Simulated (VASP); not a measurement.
# CdSe (F-43m) in VASP: further runs

CdSe is run at these levels: PBE; tasks: single point.

Everything below comes from runs of VASP 6.6.1. Logs are shortened: lines on timing, memory, paths and dates and some standing lists are left out, and cuts for length are marked.

### 1 The cell of the first run

The structure is cubic, space group F-43m (No. 216). The conventional cell has a = 6.099 Å, b = 6.099 Å, c = 6.099 Å, α = 90.00°, β = 90.00°, γ = 90.00°. Cd (site symmetry -43m) has 4 Se at 2.64 Å within 3.5 Å. Within 3.5 Å of Se (site symmetry -43m) lie 4 Cd at 2.64 Å.

### 2 Single point, PBE (volume scaled by 0.98)

INCAR reads:

```
  PREC = Accurate
  ENCUT = 520
  EDIFF = 1E-7
  ISMEAR = -1
  SIGMA = 0.03
  LREAL = False
  LASPH = True
  NELM = 60
  ALGO = Normal
  ISIF = 2
  LWAVE = False
  LCHARG = True
  GGA = PE
  LELF = True
  LVHAR = True
  NBANDS = 16
```

KPOINTS reads:

```
Automatic mesh
0
Gamma
  8 8 8
```

POSCAR reads:

```
CdSe
1.0
    0.0000000000      3.0496647307      3.0496647307
    3.0496647307      0.0000000000      3.0496647307
    3.0496647307      3.0496647307      0.0000000000
Cd Se
1 1
Direct
    0.0000000000      0.0000000000      0.0000000000
    0.2500000000      0.2500000000      0.2500000000
```

Potentials or basis: VASP PAW PBE potentials, release 64 (Cd, Se).

Command:

```bash
> cat potpaw_PBE.64/Cd/POTCAR potpaw_PBE.64/Se/POTCAR > POTCAR
> mpirun -np 1 vasp_std > vasp.out
```

OUTCAR:

```text
PREC = Accurate
   ENCUT = 520
   EDIFF = 1E-7
   ISMEAR = -1
   LREAL = False
   LASPH = True
   NELM = 60
   ISIF = 2
   GGA = PE

 ion  position               nearest neighbor table
   1  0.000  0.000  0.000-   2 2.64   2 2.64   2 2.64   2 2.64
   2  0.250  0.250  0.250-   1 2.64   1 2.64   1 2.64   1 2.64

  LATTYP: Found a face centered cubic cell.
 ALAT       =     6.0993294614

  Lattice vectors:

 A1 = (   0.0000000000,   3.0496647307,   3.0496647307)
 A2 = (   3.0496647307,   0.0000000000,   3.0496647307)
 A3 = (   3.0496647307,   3.0496647307,   0.0000000000)

Analysis of symmetry for initial positions (statically):
=====================================================================
 Subroutine PRICEL returns:
 Original cell was already a primitive cell.

 Routine SETGRP: Setting up the symmetry group for a
 face centered cubic supercell.

 Subroutine GETGRP returns: Found 24 space group operations
 (whereof 24 operations were pure point group operations)
 out of a pool of 48 trial point group operations.

The static configuration has the point symmetry T_d .

Analysis of symmetry for dynamics (positions and initial velocities):
=====================================================================
 Subroutine PRICEL returns:
 Original cell was already a primitive cell.

 Routine SETGRP: Setting up the symmetry group for a
 face centered cubic supercell.

 Subroutine GETGRP returns: Found 24 space group operations
 (whereof 24 operations were pure point group operations)
 out of a pool of 48 trial point group operations.

The dynamic configuration has the point symmetry T_d .

 Subroutine INISYM returns: Found 24 space group operations
 (whereof 24 operations are pure point group operations),
 and found     1 'primitive' translations

----------------------------------------------------------------------------------------

                                     Primitive cell

  volume of cell :      56.7265

  direct lattice vectors                    reciprocal lattice vectors
     0.000000000  3.049664731  3.049664731    -0.163952449  0.163952449  0.163952449
     3.049664731  0.000000000  3.049664731     0.163952449 -0.163952449  0.163952449
     3.049664731  3.049664731  0.000000000     0.163952449  0.163952449 -0.163952449

  length of vectors
     4.312877223  4.312877223  4.312877223     0.283973971  0.283973971  0.283973971

  position of ions in fractional coordinates (direct lattice)
     0.000000000  0.000000000  0.000000000
     0.250000000  0.250000000  0.250000000

  ion indices of the primitive-cell ions
   primitive index   ion index
                 1           1
                 2           2

----------------------------------------------------------------------------------------

 KPOINTS: Automatic mesh

Automatic generation of k-mesh.
 Grid dimensions read from file:
 generate k-points for:    8    8    8

 Generating k-lattice:

  Cartesian coordinates                     Fractional coordinates (reciprocal lattice)
    -0.020494056  0.020494056  0.020494056     0.125000000  0.000000000  0.000000000
     0.020494056 -0.020494056  0.020494056     0.000000000  0.125000000  0.000000000
     0.020494056  0.020494056 -0.020494056     0.000000000  0.000000000  0.125000000

  Length of vectors
     0.035496746  0.035496746  0.035496746

  Shift w.r.t. Gamma in fractional coordinates (k-lattice)
     0.000000000  0.000000000  0.000000000

 Subroutine IBZKPT returns following result:
 ===========================================

 Found     29 irreducible k-points:

 Following reciprocal coordinates:
            Coordinates               Weight
  0.000000  0.000000  0.000000      1.000000
  0.125000  0.000000  0.000000      8.000000
  0.250000  0.000000  0.000000      8.000000
  0.375000  0.000000  0.000000      8.000000
  0.500000  0.000000  0.000000      4.000000
  0.125000  0.125000  0.000000      6.000000
[... 16 lines left out ...]
  0.500000  0.250000  0.125000     48.000000
 -0.375000  0.250000  0.125000     24.000000
 [... further k-points ...]
   k-points           NKPTS =     29   k-points in BZ     NKDIM =     29   number of bands    NBANDS=     16
   number of dos      NEDOS =    301   number of ions     NIONS =      2
   total plane-waves  NPLWV =  32768
   dimension x,y,z NGX =    32 NGY =   32 NGZ =   32
   dimension x,y,z NGXF=    64 NGYF=   64 NGZF=   64
   ions per type =               1   1
   NGX,Y,Z   is equivalent  to a cutoff of  12.33, 12.33, 12.33 a.u.
   NGXF,Y,Z  is equivalent  to a cutoff of  24.67, 24.67, 24.67 a.u.
 SYSTEM =  unknown system
   PREC   = accura    normal or accurate (medium, high low for compatibility)
   ISTART =      0    job   : 0-new  1-cont  2-samecut
   ICHARG =      2    charge: 1-file 2-atom 10-const
   ISPIN  =      1    spin polarized calculation?
   LNONCOLLINEAR =      F non collinear calculations
   LSORBIT =      F    spin-orbit coupling
   LASPH  =      T    aspherical Exc in radial PAW
   ENCUT  =  520.0 eV  38.22 Ry    6.18 a.u.   8.02  8.02  8.02*2*pi/ulx,y,z
   NELM   =     60;   NELMIN=  2; NELMDL= -5     # of ELM steps
   EDIFF  = 0.1E-06   stopping-criterion for ELM
   LREAL  =      F    real-space projection
   EDIFFG = 0.1E-05   stopping-criterion for IOM
   NSW    =      0    number of steps for IOM
   IBRION =     -1    ionic relax: 0-MD 1-quasi-New 2-CG
   NFREE  =      0    steps in history (QN), initial steepest desc. (CG)
   ISIF   =      2    stress and relaxation
   ISYM   =      2    0-nonsym 1-usesym 2-fastsym
   POTIM  = 0.5000    time-step for ionic-motion
   TEBEG  =    0.0;   TEEND  =   0.0 temperature during run
   PSTRESS=    0.0 pullay stress
   NELECT =      18.0000    total number of electrons
   NUPDOWN=      -1.0000    fix difference up-down
   EMIN   =  10.00;   EMAX   =-10.00  energy-range for DOS
   EFERMI =   0.00;   METHOD = LEGACY
   ISMEAR =    -1;   SIGMA  =   0.03  broadening in eV -4-tet -1-fermi 0-gaus
   EFERMI_NEDOS =   21; number of points for ismear=-14 and -15
   IALGO  =     38    algorithm
   IMIX   =      4    mixing-type and parameters
     AMIX     =   0.40;   BMIX     =  1.00
     AMIX_MAG =   1.60;   BMIX_MAG =  1.00
  volume/ion in A,a.u.               =      28.36       191.40
  Fermi-wavevector in a.u.,A,eV,Ry     =   1.116615  2.110097 16.964148  1.246830
  Thomas-Fermi vector in A             =   2.253231
   LORBIT       =      0    0 simple, 1 ext, 2 COOP (PROOUT), +10 PAW based schemes
   GGA     = PE    functional components
   LHFCALC =     F    Hartree Fock is set to
   AEXX    =    0.0000 exact exchange contribution
   IVDW    =     0    specifies the selected vdW correction
   LEPSILON=     F    determine dielectric tensor
   LRPA    =     F    only Hartree local field effects (RPA)
 non-spin polarized calculation
  energy-cutoff  :      520.00
  volume of cell :       56.73
 maximum number of plane-waves:      1542
   NGX = 17   NGY = 17   NGZ = 17

 number of electron      18.0000005 magnetization

 Free energy of the ion-electron system (eV)
  ---------------------------------------------------
  ext. energy  EPLUGINS =         0.00000000
  ---------------------------------------------------
  free energy    TOTEN  =        -5.47521621 eV

  energy without entropy =       -5.47521596  energy(sigma->0) =       -5.47521608

 E-fermi :   1.1898     XC(G=0):  -8.8474

 val. band max:        0.8759276064   @ k =   0.0000   0.0000   0.0000
 cond. band min:       1.4678731525   @ k =   0.0000   0.0000   0.0000
 fundamental gap:      0.5919455461
 Fermi energy:         1.1897871300

 k-point     1 :       0.0000    0.0000    0.0000
  band No.  band energies     occupation
      1     -11.6711      2.00000
      2      -7.0305      2.00000
      3      -7.0305      2.00000
      4      -7.0305      2.00000
      5      -6.6649      2.00000
      6      -6.6649      2.00000
[... 8 lines left out ...]
     15      11.9569      0.00000
     16      11.9569      0.00000

 k-point     2 :       0.1250    0.0000    0.0000
  band No.  band energies     occupation
      1     -11.6184      2.00000
      2      -7.0137      2.00000
      3      -7.0137      2.00000
      4      -6.9829      2.00000
      5      -6.6657      2.00000
      6      -6.6657      2.00000
[... 8 lines left out ...]
     15      11.1937      0.00000
     16      11.3483      0.00000

 k-point     3 :       0.2500    0.0000    0.0000
  band No.  band energies     occupation
      1     -11.4899      2.00000
      2      -6.9769      2.00000
      3      -6.9769      2.00000
      4      -6.8220      2.00000
      5      -6.6628      2.00000
      6      -6.6628      2.00000
[... 8 lines left out ...]
     15      10.9496      0.00000
     16      10.9992      0.00000

 k-point     4 :       0.3750    0.0000    0.0000
  band No.  band energies     occupation
      1     -11.3599      2.00000
      2      -6.9478      2.00000
      3      -6.9478      2.00000
      4      -6.6503      2.00000
      5      -6.6503      2.00000
      6      -6.5515      2.00000
[... 8 lines left out ...]
     15      11.8242      0.00000
     16      11.8242      0.00000

 k-point     5 :       0.5000    0.0000    0.0000
  band No.  band energies     occupation
      1     -11.3058      2.00000
      2      -6.9385      2.00000
      3      -6.9385      2.00000
      4      -6.6418      2.00000
      5      -6.6418      2.00000
      6      -6.3761      2.00000
[... 8 lines left out ...]
     15      12.9970      0.00000
     16      12.9970      0.00000

 k-point     6 :       0.1250    0.1250    0.0000
  band No.  band energies     occupation
      1     -11.6010      2.00000
      2      -6.9974      2.00000
      3      -6.9974      2.00000
      4      -6.9887      2.00000
      5      -6.6758      2.00000
      6      -6.6565      2.00000
[... 8 lines left out ...]
     15      11.8404      0.00000
     16      12.0906      0.00000
[... 267 lines left out ...]
 k-point    21 :       0.5000    0.5000    0.0000
  band No.  band energies     occupation
      1     -11.1908      2.00000
      2      -6.8424      2.00000
      3      -6.7751      2.00000
      4      -6.7751      2.00000
      5      -6.6076      2.00000
      6      -6.3123      2.00000
[... 8 lines left out ...]
     15      13.2643      0.00000
     16      14.2158      0.00000

 k-point    22 :       0.3750    0.2500    0.1250
  band No.  band energies     occupation
      1     -11.3948      2.00000
      2      -6.9364      2.00000
      3      -6.9173      2.00000
      4      -6.7713      2.00000
      5      -6.6561      2.00000
      6      -6.6191      2.00000
[... 8 lines left out ...]
     15      12.3929      0.00000
     16      13.5782      0.00000

 k-point    23 :       0.5000    0.2500    0.1250
  band No.  band energies     occupation
      1     -11.2916      2.00000
      2      -6.9082      2.00000
      3      -6.8911      2.00000
      4      -6.7090      2.00000
      5      -6.6433      2.00000
      6      -6.4309      2.00000
[... 8 lines left out ...]
     15      12.7423      0.00000
     16      13.4789      0.00000

 k-point    24 :      -0.3750    0.2500    0.1250
  band No.  band energies     occupation
      1     -11.2490      2.00000
      2      -6.9031      2.00000
      3      -6.8791      2.00000
      4      -6.6837      2.00000
      5      -6.6488      2.00000
      6      -6.2911      2.00000
[... 8 lines left out ...]
     15      12.5344      0.00000
     16      13.4868      0.00000

 [... further k-points ...]
[... 5 lines left out ...]
  --------------------------------------------------------------------------------------
  -------------------------------------------------------------------------------------
  Total        0.9437299      0.9437299      0.9437299     -0.0000000     -0.0000000      0.0000000
  in kB       26.6545911     26.6545911     26.6545911     -0.0000000     -0.0000000      0.0000000
  external PRESSURE =      26.6545911 kB  Pullay stress =       0.0000000 kB

 VOLUME and BASIS-vectors are now :
 -----------------------------------------------------------------------------
  energy-cutoff  :      520.00
  volume of cell :       56.73
      direct lattice vectors                 reciprocal lattice vectors
     0.000000000  3.049664731  3.049664731    -0.163952449  0.163952449  0.163952449
     3.049664731  0.000000000  3.049664731     0.163952449 -0.163952449  0.163952449
     3.049664731  3.049664731  0.000000000     0.163952449  0.163952449 -0.163952449

 POSITION                                       TOTAL-FORCE (eV/Angst)
 -----------------------------------------------------------------------------------
      0.00000      0.00000      0.00000        -0.000000     -0.000000     -0.000000
      1.52483      1.52483      1.52483         0.000000      0.000000      0.000000
 -----------------------------------------------------------------------------------
    total drift:                               -0.000000     -0.000000     -0.000000

  FREE ENERGIE OF THE ION-ELECTRON SYSTEM (eV)
  ---------------------------------------------------
  free  energy   TOTEN  =        -5.4752162062 eV

  energy  without entropy=       -5.4752159619  energy(sigma->0) =       -5.47521608
```

Wall time 9.6 s (1 thread of Intel Xeon 6975P-C (Granite Rapids), shared host); peak memory 0.18 GiB.

What came out:

```
Free energy            : -5.4752 eV
Pressure               : 2.7 GPa
Band gap on the k mesh : 0.59 eV, direct
```

Levels at points of the mesh, in eV from the valence-band top:
```
           k point  band 7  band 8  band 9  band 10  band 11  band 12
(0.00, 0.00, 0.00)    0.00    0.00    0.00     0.59     5.94     5.94
(0.50, 0.00, 0.00)   -4.34   -0.74   -0.74     2.38     6.44     6.44
(0.50, 0.50, 0.00)   -4.04   -1.82   -1.82     3.15     3.75     9.08
```

### 3 Single point, PBE (volume scaled by 0.99)

INCAR reads:

```
SYSTEM = CdSe
PREC = Accurate ; ENCUT = 520
EDIFF = 1E-7 ; ISMEAR = -1
SIGMA = 0.03 ; LREAL = .False.
LASPH = .True. ; NELM = 80
ALGO = Normal ; ISIF = 2
LWAVE = .False. ; LCHARG = .False.
GGA = PE ; NBANDS = 16
```

KPOINTS reads:

```
regular mesh
0
Gamma
  8 8 8
  0 0 0
```

POSCAR reads:

```
CdSe
1.0
    0.0000000000      3.0600026564      3.0600026564
    3.0600026564      0.0000000000      3.0600026564
    3.0600026564      3.0600026564      0.0000000000
Cd Se
1 1
Direct
    0.0000000000      0.0000000000      0.0000000000
    0.2500000000      0.2500000000      0.2500000000
```

Potentials or basis: VASP PAW PBE potentials, release 64 (Cd, Se).

Command:

```bash
> cat potpaw_PBE.64/Cd/POTCAR potpaw_PBE.64/Se/POTCAR > POTCAR
> mpirun -np 1 vasp_std > vasp.out
```

It took 9.2 s on 1 thread of Intel Xeon 6975P-C (Granite Rapids), shared host; peak memory 0.18 GiB.

It converged, with:

```yaml
Free_energy: -5.4838 eV
Pressure: 2.1 GPa
Band_gap_on_the_k_mesh: 0.57 eV, direct
```

Levels at points of the mesh, in eV from the valence-band top:
| k point | band 6 | band 7 | band 8 | band 9 | band 10 | band 11 | band 12 | band 13 |
| --- | --- | --- | --- | --- | --- | --- | --- | --- |
| (0.00, 0.00, 0.00) | -7.52 | 0.00 | 0.00 | 0.00 | 0.57 | 5.93 | 5.93 | 5.93 |
| (0.50, 0.00, 0.00) | -7.24 | -4.28 | -0.72 | -0.72 | 2.37 | 6.44 | 6.44 | 7.37 |
| (0.50, 0.50, 0.00) | -7.17 | -4.00 | -1.79 | -1.79 | 3.17 | 3.74 | 9.03 | 10.11 |

(Continued in part 2 of 2.)
